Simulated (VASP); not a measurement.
# Ta2Al3 (P-3m1) in VASP: further runs

The runs below take Ta2Al3 through single point, relaxation of cell and atoms, with PBE.

Everything below comes from runs of VASP 6.6.1. Logs are shortened: lines on timing, memory, paths and dates and some standing lists are left out, and cuts for length are marked.

## (1) The cell of the first run

Symmetry: P-3m1, No. 164, trigonal system. The conventional cell has a = 4.091 Å, b = 4.091 Å, c = 4.962 Å, α = 90.00°, β = 90.00°, γ = 120.00°. Ta (site symmetry 3m) has 8 Al at 2.47 to 2.60 Å and 3 Ta at 2.75 Å within 3.3 Å. Al (site symmetry 3m) has 5 Ta at 2.47 to 2.60 Å and 6 Al at 2.74 to 2.96 Å within 3.3 Å. Within 3.3 Å of Al (site symmetry -3m) lie 6 Ta at 2.47 Å and 6 Al at 2.96 Å.

## (2) Single point, PBE

INCAR reads:

```
PREC     = Accurate       # precision mode
ENCUT    = 520            # plane-wave cutoff, eV
EDIFF    = 1E-7           # SCF threshold, eV
ISMEAR   = 0              # smearing method
SIGMA    = 0.1            # smearing width, eV
LREAL    = False          # projectors in reciprocal space
LASPH    = True           # aspherical terms in the spheres
NELM     = 60             # most SCF steps
ALGO     = Normal         # electronic algorithm
ISIF     = 2              # what is computed and relaxed
LWAVE    = False          # write WAVECAR
LCHARG   = True           # write CHGCAR
GGA      = PE             # functional
LELF     = True           # ELF
LVHAR    = True         
NBANDS   = 24             # bands
```

KPOINTS reads:

```
regular mesh
0
Gamma
  6 6 4
```

POSCAR reads:

```
Ta2Al3
1.0
    4.0910563600      0.0000000000      0.0000000000
   -2.0455281800      3.5429587300      0.0000000000
    0.0000000000      0.0000000000      4.9621067600
Ta Al
2 3
Direct
    0.6666666700      0.3333333300      0.8575603400
    0.3333333300      0.6666666700      0.1424396600
    0.6666666700      0.3333333300      0.3600405200
    0.3333333300      0.6666666700      0.6399594800
    0.0000000000      0.0000000000      0.0000000000
```

Potentials or basis: VASP PAW PBE potentials, release 64 (Ta_pv, Al).

Started as:

```bash
$ cat potpaw_PBE.64/Ta_pv/POTCAR potpaw_PBE.64/Al/POTCAR > POTCAR
$ mpirun -np 1 vasp_std > vasp.out
```

OUTCAR:

```text
PREC = Accurate
   ENCUT = 520
   EDIFF = 1E-7
   ISMEAR = 0
   LREAL = False
   LASPH = True
   NELM = 60
   ISIF = 2
   GGA = PE

 ion  position               nearest neighbor table
   1  0.667  0.333  0.858-   5 2.47   5 2.47   5 2.47   3 2.47   3 2.49   4 2.60   4 2.60   4 2.60
                             2 2.75   2 2.75   2 2.75
   2  0.333  0.667  0.142-   5 2.47   5 2.47   5 2.47   4 2.47   4 2.49   3 2.60   3 2.60   3 2.60
                             1 2.75   1 2.75   1 2.75
   3  0.667  0.333  0.360-   1 2.47   1 2.49   2 2.60   2 2.60   2 2.60   4 2.74   4 2.74   4 2.74
                             5 2.96   5 2.96   5 2.96
   4  0.333  0.667  0.640-   2 2.47   2 2.49   1 2.60   1 2.60   1 2.60   3 2.74   3 2.74   3 2.74
                             5 2.96   5 2.96   5 2.96
   5  0.000  0.000  0.000-   1 2.47   2 2.47   2 2.47   1 2.47   1 2.47   2 2.47   3 2.96   4 2.96
                             3 2.96   4 2.96   3 2.96   4 2.96

  LATTYP: Found a hexagonal cell.
 ALAT       =     4.0910563600
 C/A-ratio  =     1.2129157663

  Lattice vectors:

 A1 = (   4.0910563600,   0.0000000000,   0.0000000000)
 A2 = (  -2.0455281800,   3.5429587300,   0.0000000000)
 A3 = (   0.0000000000,   0.0000000000,   4.9621067600)

Analysis of symmetry for initial positions (statically):
=====================================================================
 Subroutine PRICEL returns:
 Original cell was already a primitive cell.

 Routine SETGRP: Setting up the symmetry group for a
 hexagonal supercell.

 Subroutine GETGRP returns: Found 12 space group operations
 (whereof 12 operations were pure point group operations)
 out of a pool of 24 trial point group operations.

The static configuration has the point symmetry D_3d.

Analysis of symmetry for dynamics (positions and initial velocities):
=====================================================================
 Subroutine PRICEL returns:
 Original cell was already a primitive cell.

 Routine SETGRP: Setting up the symmetry group for a
 hexagonal supercell.

 Subroutine GETGRP returns: Found 12 space group operations
 (whereof 12 operations were pure point group operations)
 out of a pool of 24 trial point group operations.

The dynamic configuration has the point symmetry D_3d.

 Subroutine INISYM returns: Found 12 space group operations
 (whereof 12 operations are pure point group operations),
 and found     1 'primitive' translations

----------------------------------------------------------------------------------------

                                     Primitive cell

  volume of cell :      71.9230

  direct lattice vectors                    reciprocal lattice vectors
     4.091056360  0.000000000  0.000000000     0.244435645  0.141124986  0.000000000
    -2.045528180  3.542958730  0.000000000     0.000000000  0.282249971  0.000000000
     0.000000000  0.000000000  4.962106760     0.000000000  0.000000000  0.201527305

  length of vectors
     4.091056360  4.091056355  4.962106760     0.282249971  0.282249971  0.201527305

  position of ions in fractional coordinates (direct lattice)
     0.666666670  0.333333330  0.857560340
     0.333333330  0.666666670  0.142439660
     0.666666670  0.333333330  0.360040520
     0.333333330  0.666666670  0.639959480
     0.000000000  0.000000000  0.000000000

  ion indices of the primitive-cell ions
   primitive index   ion index
                 1           1
                 2           2
                 3           3
                 4           4
                 5           5

----------------------------------------------------------------------------------------

 KPOINTS: regular mesh

Automatic generation of k-mesh.
 Grid dimensions read from file:
 generate k-points for:    6    6    4

 Generating k-lattice:

  Cartesian coordinates                     Fractional coordinates (reciprocal lattice)
     0.040739274  0.023520831  0.000000000     0.166666667 -0.000000000  0.000000000
     0.000000000  0.047041662  0.000000000     0.000000000  0.166666667  0.000000000
     0.000000000  0.000000000  0.050381826     0.000000000  0.000000000  0.250000000

  Length of vectors
     0.047041662  0.047041662  0.050381826

  Shift w.r.t. Gamma in fractional coordinates (k-lattice)
     0.000000000  0.000000000  0.000000000

 Subroutine IBZKPT returns following result:
 ===========================================

 Found     24 irreducible k-points:

 Following reciprocal coordinates:
            Coordinates               Weight
  0.000000  0.000000  0.000000      1.000000
  0.166667  0.000000  0.000000      6.000000
  0.333333  0.000000  0.000000      6.000000
  0.500000 -0.000000  0.000000      3.000000
  0.166667  0.166667  0.000000      6.000000
  0.333333  0.166667  0.000000     12.000000
[... 16 lines left out ...]
  0.333333  0.166667  0.500000     12.000000
  0.333333  0.333333  0.500000      2.000000
   k-points           NKPTS =     24   k-points in BZ     NKDIM =     24   number of bands    NBANDS=     24
   number of dos      NEDOS =    301   number of ions     NIONS =      5
   total plane-waves  NPLWV =  36000
   dimension x,y,z NGX =    30 NGY =   30 NGZ =   40
   dimension x,y,z NGXF=    60 NGYF=   60 NGZF=   80
   ions per type =               2   3
   NGX,Y,Z   is equivalent  to a cutoff of  12.19, 12.19, 13.40 a.u.
   NGXF,Y,Z  is equivalent  to a cutoff of  24.38, 24.38, 26.80 a.u.
 SYSTEM =  unknown system
   PREC   = accura    normal or accurate (medium, high low for compatibility)
   ISTART =      0    job   : 0-new  1-cont  2-samecut
   ICHARG =      2    charge: 1-file 2-atom 10-const
   ISPIN  =      1    spin polarized calculation?
   LNONCOLLINEAR =      F non collinear calculations
   LSORBIT =      F    spin-orbit coupling
   LASPH  =      T    aspherical Exc in radial PAW
   ENCUT  =  520.0 eV  38.22 Ry    6.18 a.u.   7.61  7.61  9.23*2*pi/ulx,y,z
   NELM   =     60;   NELMIN=  2; NELMDL= -5     # of ELM steps
   EDIFF  = 0.1E-06   stopping-criterion for ELM
   LREAL  =      F    real-space projection
   EDIFFG = 0.1E-05   stopping-criterion for IOM
   NSW    =      0    number of steps for IOM
   IBRION =     -1    ionic relax: 0-MD 1-quasi-New 2-CG
   NFREE  =      0    steps in history (QN), initial steepest desc. (CG)
   ISIF   =      2    stress and relaxation
   ISYM   =      2    0-nonsym 1-usesym 2-fastsym
   POTIM  = 0.5000    time-step for ionic-motion
   TEBEG  =    0.0;   TEEND  =   0.0 temperature during run
   PSTRESS=    0.0 pullay stress
   NELECT =      31.0000    total number of electrons
   NUPDOWN=      -1.0000    fix difference up-down
   EMIN   =  10.00;   EMAX   =-10.00  energy-range for DOS
   EFERMI =   0.00;   METHOD = LEGACY
   ISMEAR =     0;   SIGMA  =   0.10  broadening in eV -4-tet -1-fermi 0-gaus
   EFERMI_NEDOS =   21; number of points for ismear=-14 and -15
   IALGO  =     38    algorithm
   IMIX   =      4    mixing-type and parameters
     AMIX     =   0.40;   BMIX     =  1.00
     AMIX_MAG =   1.60;   BMIX_MAG =  1.00
  volume/ion in A,a.u.               =      14.38        97.07
  Fermi-wavevector in a.u.,A,eV,Ry     =   1.236629  2.336890 20.806735  1.529252
  Thomas-Fermi vector in A             =   2.371230
   LORBIT       =      0    0 simple, 1 ext, 2 COOP (PROOUT), +10 PAW based schemes
   GGA     = PE    functional components
   LHFCALC =     F    Hartree Fock is set to
   AEXX    =    0.0000 exact exchange contribution
   IVDW    =     0    specifies the selected vdW correction
   LEPSILON=     F    determine dielectric tensor
   LRPA    =     F    only Hartree local field effects (RPA)
 non-spin polarized calculation
 Gauss-broadening in eV      SIGMA  =   0.10
  energy-cutoff  :      520.00
  volume of cell :       71.92
 maximum number of plane-waves:      1962
   NGX = 15   NGY = 15   NGZ = 19

 number of electron      30.9999997 magnetization

 Free energy of the ion-electron system (eV)
  ---------------------------------------------------
  ext. energy  EPLUGINS =         0.00000000
  ---------------------------------------------------
  free energy    TOTEN  =       -30.58627071 eV

  energy without entropy =      -30.57450636  energy(sigma->0) =      -30.58038854

 E-fermi :   8.3916     XC(G=0): -11.8089

 val. band max:        8.3887824090   @ k =   0.0000   0.0000   0.2500
 cond. band min:       8.4154519501   @ k =   0.3333   0.3333   0.2500
 fundamental gap:      0.0266695411
 Fermi energy:         8.3915625040

 k-point     1 :       0.0000    0.0000    0.0000
  band No.  band energies     occupation
      1     -25.5112      2.00000
      2     -25.5112      2.00000
      3     -25.4577      2.00000
      4     -25.1315      2.00000
      5     -24.9842      2.00000
      6     -24.9842      2.00000
[... 16 lines left out ...]
     23      14.8242      0.00000
     24      14.8365      0.00000

 k-point     2 :       0.1667    0.0000    0.0000
  band No.  band energies     occupation
      1     -25.5559      2.00000
      2     -25.5345      2.00000
      3     -25.4835      2.00000
      4     -25.0937      2.00000
      5     -24.9666      2.00000
      6     -24.9644      2.00000
[... 16 lines left out ...]
     23      14.8220      0.00000
     24      15.2360      0.00000

 k-point     3 :       0.3333    0.0000    0.0000
  band No.  band energies     occupation
      1     -25.6314      2.00000
      2     -25.5768      2.00000
      3     -25.5281      2.00000
      4     -25.0434      2.00000
      5     -24.9292      2.00000
      6     -24.9265      2.00000
[... 16 lines left out ...]
     23      15.3085      0.00000
     24      15.5141      0.00000
[... 514 lines left out ...]
 k-point    23 :       0.3333    0.1667    0.5000
  band No.  band energies     occupation
      1     -25.6567      2.00000
      2     -25.6121      2.00000
      3     -25.5644      2.00000
      4     -25.0067      2.00000
      5     -24.9269      2.00000
      6     -24.8992      2.00000
[... 16 lines left out ...]
     23      14.7980      0.00000
     24      15.8070      0.00000

 k-point    24 :       0.3333    0.3333    0.5000
  band No.  band energies     occupation
      1     -25.6575      2.00000
      2     -25.6094      2.00000
      3     -25.6094      2.00000
      4     -24.9543      2.00000
      5     -24.9543      2.00000
      6     -24.8896      2.00000
[... 16 lines left out ...]
     23      15.4837      0.00000
     24      15.4837      0.00000

------------------------ aborting loop because EDIFF is reached ----------------------------------------

  FORCE on cell =-STRESS in cart. coord.  units (eV):
  Direction    XX          YY          ZZ          XY          YZ          ZX
  --------------------------------------------------------------------------------------
  -------------------------------------------------------------------------------------
  Total       25.9058917     25.9058916     26.6140793      0.0000000     -0.0000000      0.0000000
  in kB      577.0872357    577.0872338    592.8630294      0.0000000     -0.0000000      0.0000000
  external PRESSURE =     582.3458330 kB  Pullay stress =       0.0000000 kB

 VOLUME and BASIS-vectors are now :
 -----------------------------------------------------------------------------
  energy-cutoff  :      520.00
  volume of cell :       71.92
      direct lattice vectors                 reciprocal lattice vectors
     4.091056360  0.000000000  0.000000000     0.244435645  0.141124986  0.000000000
    -2.045528180  3.542958730  0.000000000     0.000000000  0.282249971  0.000000000
     0.000000000  0.000000000  4.962106760     0.000000000  0.000000000  0.201527305

 POSITION                                       TOTAL-FORCE (eV/Angst)
 -----------------------------------------------------------------------------------
      2.04553      1.18099      4.25531         0.000000     -0.000000     -0.759837
     -0.00000      2.36197      0.70680        -0.000000      0.000000      0.759837
      2.04553      1.18099      1.78656        -0.000000     -0.000000      0.838821
     -0.00000      2.36197      3.17555        -0.000000      0.000000     -0.838821
      0.00000      0.00000      0.00000        -0.000000      0.000000      0.000000
 -----------------------------------------------------------------------------------
    total drift:                               -0.000000      0.000000     -0.000000

  FREE ENERGIE OF THE ION-ELECTRON SYSTEM (eV)
  ---------------------------------------------------
  free  energy   TOTEN  =       -30.5862707109 eV

  energy  without entropy=      -30.5745063621  energy(sigma->0) =      -30.58038854
```

It took 32 s on 1 thread of AMD EPYC 7R43 (Zen 3), shared host; peak memory 0.15 GiB.

Results:

```yaml
Free_energy: -30.5863 eV
Pressure: 58.2 GPa
Largest_force: 0.839 eV/Å
```

Forces on the atoms (eV/Å):
```
Ta   0.000  0.000 -0.760
Ta   0.000  0.000  0.760
Al   0.000  0.000  0.839
Al   0.000  0.000 -0.839
Al   0.000  0.000  0.000
```

Stress tensor (GPa, compression positive):
```
57.71  0.00  0.00
 0.00 57.71  0.00
 0.00  0.00 59.29
```

Levels at points of the mesh, in eV from the Fermi level:
| k point | band 12 | band 13 | band 14 | band 15 | band 16 | band 17 | band 18 | band 19 |
| --- | --- | --- | --- | --- | --- | --- | --- | --- |
| (0.00, 0.00, 0.00) | -2.40 | -2.40 | -0.67 | -0.67 | 0.06 | 1.57 | 1.57 | 1.84 |
| (0.50, 0.00, 0.00) | -2.03 | -1.31 | -1.15 | -1.13 | -0.98 | -0.62 | 0.85 | 1.12 |
| (0.00, 0.00, 0.50) | -2.77 | -2.77 | 0.13 | 0.52 | 0.52 | 2.01 | 2.01 | 3.16 |
| (0.50, 0.00, 0.50) | -2.84 | -1.65 | -1.30 | -1.01 | -0.75 | -0.04 | 1.24 | 1.72 |

Caveat: spin-orbit coupling is left out, which moves the levels of the heavy elements.

[end of part 1 of 2]
